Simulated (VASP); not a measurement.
A run of VASP 6.6.1:

File INCAR:

```
SYSTEM = Au
PREC = Accurate
ENCUT = 520
EDIFF = 1E-6
ISMEAR = 1
SIGMA = 0.3
LREAL = .False.
LASPH = .True.
NELM = 100
ALGO = Normal
ISIF = 2
LWAVE = .False.
LCHARG = .True.
LELF = .True.
LVHAR = .True.
NBANDS = 12
```

KPOINTS

```
regular mesh
0
Gamma
  13 13 13
  0 0 0
```

POSCAR

```
Au
1.0
    0.0000000000      2.0229622709      2.0229622709
    2.0229622709      0.0000000000      2.0229622709
    2.0229622709      2.0229622709      0.0000000000
Au
1
Direct
    0.0000000000      0.0000000000      0.0000000000
```

Potentials or basis: VASP PAW LDA potentials, release 64 (Au).

The run is started by

```console
$ cat potpaw_LDA.64/Au/POTCAR > POTCAR
$ mpirun -np 1 vasp_std > vasp.out
```

Hardware: 1 thread of Intel Xeon 8259CL, on a shared host.

Task: Estimate the wall time of this run.

Result: It took 14 s on 1 thread of Intel Xeon 8259CL, with other jobs on the host, peak memory 0.14 GiB. Counts: scf iterations 10, k points 84.
